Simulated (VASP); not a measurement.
# AsH2 (Pbcn) in VASP: single point with PBE

Aim: the single point of AsH2 with PBE.

Program: VASP 6.6.1. These are calculated values, not measurements. Logs are shortened: lines on timing, memory, paths and dates and some standing lists are left out, and cuts for length are marked.

### Step 1. The cell of the first run

Symmetry: Pbcn, No. 60, orthorhombic system. Conventional cell: a = 4.579 Å, b = 5.826 Å, c = 5.038 Å, α = 90.00°, β = 90.00°, γ = 90.00°. As (site symmetry 2) has 6 H at 2.02 to 2.05 Å within 2.7 Å. H (site symmetry 1) has 3 As at 2.02 to 2.05 Å within 2.7 Å.

### Step 2. Single point, PBE

INCAR

```
  PREC = Accurate
  ENCUT = 520
  EDIFF = 1E-6
  ISMEAR = -1
  SIGMA = 0.1
  LREAL = F
  LASPH = T
  NELM = 100
  ALGO = Normal
  ISIF = 2
  LWAVE = F
  LCHARG = F
  GGA = PE
  NBANDS = 26
```

KPOINTS

```
regular mesh
0
Gamma
  7 6 6
```

POSCAR

```
AsH2
1.0
    4.5787810000      0.0000000000      0.0000000000
    0.0000000000      5.8262210000      0.0000000000
    0.0000000000      0.0000000000      5.0381090000
As H
4 8
Direct
    0.0000000000      0.3750000000      0.2500000000
    0.5000000000      0.1250000000      0.7500000000
    0.0000000000      0.6250000000      0.7500000000
    0.5000000000      0.8750000000      0.2500000000
    0.2450000000      0.1250000000      0.0830000000
    0.2550000000      0.3750000000      0.5830000000
    0.7450000000      0.3750000000      0.9170000000
    0.7550000000      0.1250000000      0.4170000000
    0.7550000000      0.8750000000      0.9170000000
    0.7450000000      0.6250000000      0.4170000000
    0.2550000000      0.6250000000      0.0830000000
    0.2450000000      0.8750000000      0.5830000000
```

Potentials or basis: VASP PAW PBE potentials, release 64 (As, H).

Launch:

```bash
cat potpaw_PBE.64/As/POTCAR potpaw_PBE.64/H/POTCAR > POTCAR
mpirun -np 1 vasp_std > vasp.out
```

OUTCAR:

```text
PREC = Accurate
   ENCUT = 520
   EDIFF = 1E-6
   ISMEAR = -1
   LREAL = F
   LASPH = T
   NELM = 100
   ISIF = 2
   GGA = PE

 ion  position               nearest neighbor table
   1  0.000  0.375  0.250-   3 2.91   3 2.91
   2  0.500  0.125  0.750-   4 2.91   4 2.91
   3  0.000  0.625  0.750-   1 2.91   1 2.91
   4  0.500  0.875  0.250-   2 2.91   2 2.91
   5  0.245  0.125  0.083-
   6  0.255  0.375  0.583-
   7  0.745  0.375  0.917-
   8  0.755  0.125  0.417-
   9  0.755  0.875  0.917-
  10  0.745  0.625  0.417-
  11  0.255  0.625  0.083-
  12  0.245  0.875  0.583-

  LATTYP: Found a simple orthorhombic cell.
 ALAT       =     4.5787810000
 B/A-ratio  =     1.1003166563
 C/A-ratio  =     1.2724393239

  Lattice vectors:

 A1 = (  -4.5787810000,   0.0000000000,   0.0000000000)
 A2 = (   0.0000000000,   0.0000000000,   5.0381090000)
 A3 = (   0.0000000000,   5.8262210000,   0.0000000000)

Analysis of symmetry for initial positions (statically):
=====================================================================
 Subroutine PRICEL returns:
 Original cell was already a primitive cell.

 Routine SETGRP: Setting up the symmetry group for a
 simple orthorhombic supercell.

 Subroutine GETGRP returns: Found  8 space group operations
 (whereof  2 operations were pure point group operations)
 out of a pool of  8 trial point group operations.

The static configuration has the point symmetry S_2 .
 The point group associated with its full space group is D_2h.

Analysis of symmetry for dynamics (positions and initial velocities):
=====================================================================
 Subroutine PRICEL returns:
 Original cell was already a primitive cell.

 Routine SETGRP: Setting up the symmetry group for a
 simple orthorhombic supercell.

 Subroutine GETGRP returns: Found  8 space group operations
 (whereof  2 operations were pure point group operations)
 out of a pool of  8 trial point group operations.

The dynamic configuration has the point symmetry S_2 .
 The point group associated with its full space group is D_2h.

 Subroutine INISYM returns: Found  8 space group operations
 (whereof  2 operations are pure point group operations),
 and found     1 'primitive' translations

----------------------------------------------------------------------------------------

                                     Primitive cell

  volume of cell :     134.4016

  direct lattice vectors                    reciprocal lattice vectors
     4.578781000  0.000000000  0.000000000     0.218398740  0.000000000  0.000000000
     0.000000000  5.826221000  0.000000000     0.000000000  0.171637842  0.000000000
     0.000000000  0.000000000  5.038109000     0.000000000  0.000000000  0.198487170

  length of vectors
     4.578781000  5.826221000  5.038109000     0.218398740  0.171637842  0.198487170

  position of ions in fractional coordinates (direct lattice)
     0.000000000  0.375000000  0.250000000
     0.500000000  0.125000000  0.750000000
     0.000000000  0.625000000  0.750000000
     0.500000000  0.875000000  0.250000000
     0.245000000  0.125000000  0.083000000
     0.255000000  0.375000000  0.583000000
     0.745000000  0.375000000  0.917000000
     0.755000000  0.125000000  0.417000000
     0.755000000  0.875000000  0.917000000
     0.745000000  0.625000000  0.417000000
     0.255000000  0.625000000  0.083000000
     0.245000000  0.875000000  0.583000000

  ion indices of the primitive-cell ions
   primitive index   ion index
                 1           1
                 2           2
                 3           3
                 4           4
                 5           5
                 6           6
                 7           7
                 8           8
                 9           9
                10          10
                11          11
                12          12

----------------------------------------------------------------------------------------

 KPOINTS: regular mesh

Automatic generation of k-mesh.
 Grid dimensions read from file:
 generate k-points for:    7    6    6

 Generating k-lattice:

  Cartesian coordinates                     Fractional coordinates (reciprocal lattice)
     0.031199820  0.000000000  0.000000000     0.142857143  0.000000000  0.000000000
     0.000000000  0.028606307  0.000000000     0.000000000  0.166666667  0.000000000
     0.000000000  0.000000000  0.033081195     0.000000000  0.000000000  0.166666667

  Length of vectors
     0.031199820  0.028606307  0.033081195

  Shift w.r.t. Gamma in fractional coordinates (k-lattice)
     0.000000000  0.000000000  0.000000000

 Subroutine IBZKPT returns following result:
 ===========================================

 Found     64 irreducible k-points:

 Following reciprocal coordinates:
            Coordinates               Weight
  0.000000  0.000000  0.000000      1.000000
  0.142857  0.000000  0.000000      2.000000
  0.285714  0.000000  0.000000      2.000000
  0.428571  0.000000  0.000000      2.000000
  0.000000  0.166667  0.000000      2.000000
  0.142857  0.166667  0.000000      4.000000
[... 16 lines left out ...]
  0.285714  0.166667  0.166667      8.000000
  0.428571  0.166667  0.166667      8.000000
 [... further k-points ...]
   k-points           NKPTS =     64   k-points in BZ     NKDIM =     64   number of bands    NBANDS=     26
   number of dos      NEDOS =    301   number of ions     NIONS =     12
   total plane-waves  NPLWV =  69120
   dimension x,y,z NGX =    36 NGY =   48 NGZ =   40
   dimension x,y,z NGXF=    72 NGYF=   96 NGZF=   80
   ions per type =               4   8
   NGX,Y,Z   is equivalent  to a cutoff of  13.07, 13.70, 13.20 a.u.
   NGXF,Y,Z  is equivalent  to a cutoff of  26.14, 27.39, 26.40 a.u.
 SYSTEM =  unknown system
   PREC   = accura    normal or accurate (medium, high low for compatibility)
   ISTART =      0    job   : 0-new  1-cont  2-samecut
   ICHARG =      2    charge: 1-file 2-atom 10-const
   ISPIN  =      1    spin polarized calculation?
   LNONCOLLINEAR =      F non collinear calculations
   LSORBIT =      F    spin-orbit coupling
   LASPH  =      T    aspherical Exc in radial PAW
   ENCUT  =  520.0 eV  38.22 Ry    6.18 a.u.   8.51 10.83  9.37*2*pi/ulx,y,z
   NELM   =    100;   NELMIN=  2; NELMDL= -5     # of ELM steps
   EDIFF  = 0.1E-05   stopping-criterion for ELM
   LREAL  =      F    real-space projection
   EDIFFG = 0.1E-04   stopping-criterion for IOM
   NSW    =      0    number of steps for IOM
   IBRION =     -1    ionic relax: 0-MD 1-quasi-New 2-CG
   NFREE  =      0    steps in history (QN), initial steepest desc. (CG)
   ISIF   =      2    stress and relaxation
   ISYM   =      2    0-nonsym 1-usesym 2-fastsym
   POTIM  = 0.5000    time-step for ionic-motion
   TEBEG  =    0.0;   TEEND  =   0.0 temperature during run
   PSTRESS=    0.0 pullay stress
   NELECT =      28.0000    total number of electrons
   NUPDOWN=      -1.0000    fix difference up-down
   EMIN   =  10.00;   EMAX   =-10.00  energy-range for DOS
   EFERMI =   0.00;   METHOD = LEGACY
   ISMEAR =    -1;   SIGMA  =   0.10  broadening in eV -4-tet -1-fermi 0-gaus
   EFERMI_NEDOS =   21; number of points for ismear=-14 and -15
   IALGO  =     38    algorithm
   IMIX   =      4    mixing-type and parameters
     AMIX     =   0.40;   BMIX     =  1.00
     AMIX_MAG =   1.60;   BMIX_MAG =  1.00
  volume/ion in A,a.u.               =      11.20        75.58
  Fermi-wavevector in a.u.,A,eV,Ry     =   0.970494  1.833967 12.814756  0.941858
  Thomas-Fermi vector in A             =   2.100633
   LORBIT       =      0    0 simple, 1 ext, 2 COOP (PROOUT), +10 PAW based schemes
   GGA     = PE    functional components
   LHFCALC =     F    Hartree Fock is set to
   AEXX    =    0.0000 exact exchange contribution
   IVDW    =     0    specifies the selected vdW correction
   LEPSILON=     F    determine dielectric tensor
   LRPA    =     F    only Hartree local field effects (RPA)
 non-spin polarized calculation
  energy-cutoff  :      520.00
  volume of cell :      134.40
 maximum number of plane-waves:      3675
 NGX is ok and might be reduce to    36
   NGX = 17   NGY = 21   NGZ = 19

 number of electron      27.9999999 magnetization

 Free energy of the ion-electron system (eV)
  ---------------------------------------------------
  ext. energy  EPLUGINS =         0.00000000
  ---------------------------------------------------
  free energy    TOTEN  =       -37.78961149 eV

  energy without entropy =      -37.68512287  energy(sigma->0) =      -37.73736718

 E-fermi :   3.0382     XC(G=0):  -9.2391

 val. band max:        3.0283593316   @ k =   0.0000   0.5000   0.0000
 cond. band min:       3.0447665009   @ k =   0.1429   0.1667   0.3333
 fundamental gap:      0.0164071692
 Fermi energy:         3.0381770620

 k-point     1 :       0.0000    0.0000    0.0000
  band No.  band energies     occupation
      1     -10.8549      2.00000
      2      -8.3921      2.00000
      3      -7.1290      2.00000
      4      -6.7740      2.00000
      5      -4.1867      2.00000
      6      -3.4071      2.00000
[... 18 lines left out ...]
     25       8.9096      0.00000
     26       9.2440      0.00000

 k-point     2 :       0.1429    0.0000    0.0000
  band No.  band energies     occupation
      1     -10.7562      2.00000
      2      -8.5359      2.00000
      3      -7.0839      2.00000
      4      -6.7596      2.00000
      5      -4.0706      2.00000
      6      -3.6110      2.00000
[... 18 lines left out ...]
     25       9.3876      0.00000
     26       9.8225      0.00000

 k-point     3 :       0.2857    0.0000    0.0000
  band No.  band energies     occupation
      1     -10.4690      2.00000
      2      -8.9340      2.00000
      3      -6.9685      2.00000
      4      -6.7366      2.00000
      5      -3.7253      2.00000
      6      -3.6838      2.00000
[... 18 lines left out ...]
     25      10.3128      0.00000
     26      10.7802      0.00000

 k-point     4 :       0.4286    0.0000    0.0000
  band No.  band energies     occupation
      1     -10.0222      2.00000
      2      -9.4758      2.00000
      3      -6.8370      2.00000
      4      -6.7519      2.00000
      5      -3.3878      2.00000
      6      -3.1635      2.00000
[... 18 lines left out ...]
     25      10.4087      0.00000
     26      11.2147      0.00000
[... 496 lines left out ...]
      1     -10.5192      2.00000
      2      -8.7168      2.00000
      3      -7.3671      2.00000
      4      -6.9835      2.00000
      5      -3.4667      2.00000
      6      -3.2053      2.00000
[... 18 lines left out ...]
     25       9.4108      0.00000
     26       9.6664      0.00000

 k-point    23 :       0.2857    0.1667    0.1667
  band No.  band energies     occupation
      1     -10.2458      2.00000
      2      -8.9405      2.00000
      3      -7.2686      2.00000
      4      -7.0790      2.00000
      5      -3.7217      2.00000
      6      -3.2090      2.00000
[... 18 lines left out ...]
     25       9.9696      0.00000
     26      10.2180      0.00000

 k-point    24 :       0.4286    0.1667    0.1667
  band No.  band energies     occupation
      1      -9.8305      2.00000
      2      -9.3512      2.00000
      3      -7.1721      2.00000
      4      -7.1212      2.00000
      5      -3.7500      2.00000
      6      -3.5092      2.00000
[... 18 lines left out ...]
     25      10.1732      0.00000
     26      10.9520      0.00000

 [... further k-points ...]

------------------------ aborting loop because EDIFF is reached ----------------------------------------

  FORCE on cell =-STRESS in cart. coord.  units (eV):
  Direction    XX          YY          ZZ          XY          YZ          ZX
  --------------------------------------------------------------------------------------
  -------------------------------------------------------------------------------------
  Total       -3.1251292     -3.3408679     -2.5135979      0.0000000      0.0000000     -0.0000000
  in kB      -37.2541087    -39.8258915    -29.9641530      0.0000000      0.0000000     -0.0000000
  external PRESSURE =     -35.6813844 kB  Pullay stress =       0.0000000 kB

 VOLUME and BASIS-vectors are now :
 -----------------------------------------------------------------------------
  energy-cutoff  :      520.00
  volume of cell :      134.40
      direct lattice vectors                 reciprocal lattice vectors
     4.578781000  0.000000000  0.000000000     0.218398740  0.000000000  0.000000000
     0.000000000  5.826221000  0.000000000     0.000000000  0.171637842  0.000000000
     0.000000000  0.000000000  5.038109000     0.000000000  0.000000000  0.198487170

 POSITION                                       TOTAL-FORCE (eV/Angst)
 -----------------------------------------------------------------------------------
      0.00000      2.18483      1.25953         0.000000     -0.994649     -0.000000
      2.28939      0.72828      3.77858         0.000000      0.994649     -0.000000
      0.00000      3.64139      3.77858         0.000000      0.994649     -0.000000
      2.28939      5.09794      1.25953         0.000000     -0.994649     -0.000000
      1.12180      0.72828      0.41816        -0.084869      0.519637      0.160282
      1.16759      2.18483      2.93722         0.084869     -0.519637      0.160282
      3.41119      2.18483      4.61995        -0.084869     -0.519637     -0.160282
      3.45698      0.72828      2.10089         0.084869      0.519637     -0.160282
      3.45698      5.09794      4.61995         0.084869     -0.519637     -0.160282
      3.41119      3.64139      2.10089        -0.084869      0.519637     -0.160282
      1.16759      3.64139      0.41816         0.084869      0.519637      0.160282
      1.12180      5.09794      2.93722        -0.084869     -0.519637      0.160282
 -----------------------------------------------------------------------------------
    total drift:                                0.000000      0.000000      0.000000

  FREE ENERGIE OF THE ION-ELECTRON SYSTEM (eV)
  ---------------------------------------------------
  free  energy   TOTEN  =       -37.7896114924 eV

  energy  without entropy=      -37.6851228702  energy(sigma->0) =      -37.73736718
```

Wall time 5 min (1 thread of Intel Xeon 6975P-C, shared host); peak memory 0.35 GiB.

Results:

```yaml
Free_energy: -37.7896 eV
Pressure: -3.6 GPa
Largest_force: 0.995 eV/Å
Band_gap_on_the_k_mesh: zero (band 14 reaches 3.73 eV, above the bottom of band 15 at 2.60 eV)
```

Forces on the atoms (eV/Å):
```
As   0.000 -0.995  0.000
As   0.000  0.995  0.000
As   0.000  0.995  0.000
As   0.000 -0.995  0.000
H   -0.085  0.520  0.160
H    0.085 -0.520  0.160
H   -0.085 -0.520 -0.160
H    0.085  0.520 -0.160
H    0.085 -0.520 -0.160
H   -0.085  0.520 -0.160
H    0.085  0.520  0.160
H   -0.085 -0.520  0.160
```
